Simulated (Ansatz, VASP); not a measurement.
**One calculation of BN, two programs**

POSCAR

```
BN
1.0
    2.5439499968      0.0000000000      0.0000000000
   -1.2719749984      2.2031253232      0.0000000000
    0.0000000000      0.0000000000      4.2078153299
B N
2 2
Direct
    0.3333333333      0.6666666667      0.0002034648
    0.6666666667      0.3333333333      0.5002034648
    0.3333333333      0.6666666667      0.3747965352
    0.6666666667      0.3333333333      0.8747965352
```

Contents of INCAR.step1:

```
SYSTEM = BN
PREC = Accurate ; ENCUT = 520
ISMEAR = 0 ; SIGMA = 0.01
LREAL = .FALSE. ; LASPH = .TRUE.
NELM = 60 ; NBANDS = 16
GGA = PE ; ALGO = Normal
EDIFF = 1E-4 ; LWAVE = .TRUE.
LCHARG = .FALSE.
```

INCAR.step2

```
SYSTEM = BN
PREC = Accurate ; ENCUT = 520
EDIFF = 1E-7 ; ISMEAR = 0
SIGMA = 0.01 ; LREAL = .FALSE.
LASPH = .TRUE. ; NELM = 60
ALGO = Normal ; ISIF = 2
LWAVE = .FALSE. ; LCHARG = .FALSE.
METAGGA = R2SCAN ; LMIXTAU = .TRUE.
NBANDS = 16 ; ISTART = 1
```

KPOINTS

```
Automatic mesh
0
G
  9 9 6
  0 0 0
```

Input for Ansatz:

```yaml
crystal:
  lattice:
    - [2.5439499968, 0.0, 0.0]
    - [-1.2719749984, 2.2031253232, 0.0]
    - [0.0, 0.0, 4.2078153299]
  atoms:
    - { symbol: B, position: [0.3333333333, 0.6666666667, 0.0002034648] }
    - { symbol: B, position: [0.6666666667, 0.3333333333, 0.5002034648] }
    - { symbol: "N", position: [0.3333333333, 0.6666666667, 0.3747965352] }
    - { symbol: "N", position: [0.6666666667, 0.3333333333, 0.8747965352] }
kpoints:
  mp_grid: { grid: [9, 9, 6] }
hamiltonian:
  xc: r2scan
scf:
  occupations: { method: fixed }
  n_extra_bands: 5
output:
  forces: true
  stress: true
  eigenvalues: true
```

Alike in both runs: task single point; functional r2SCAN; k mesh 9 × 9 × 6; no spin polarisation.

|  | VASP | Ansatz |
| --- | --- | --- |
| version | VASP 6.6.1 | Ansatz 0.2.0 |
| potentials or method | VASP PAW PBE potentials, release 64 (B, N) | plane waves, PAW |
| plane-wave cutoff (eV) | 520 | 500 |
| occupations | gaussian, width 0.01 eV | fixed |
| valence electrons in the cell | 16 | 16 |

Ansatz gave:

```
gap on the k mesh at the Fermi level (eV) : 5.75
pressure (GPa)                            : 0.0
```

Q: Estimate VASP's values.

A: gap on the k mesh at the Fermi level (eV): 5.72; pressure (GPa): 1.1.

VASP's potentials were made for PBE, not for r2SCAN.
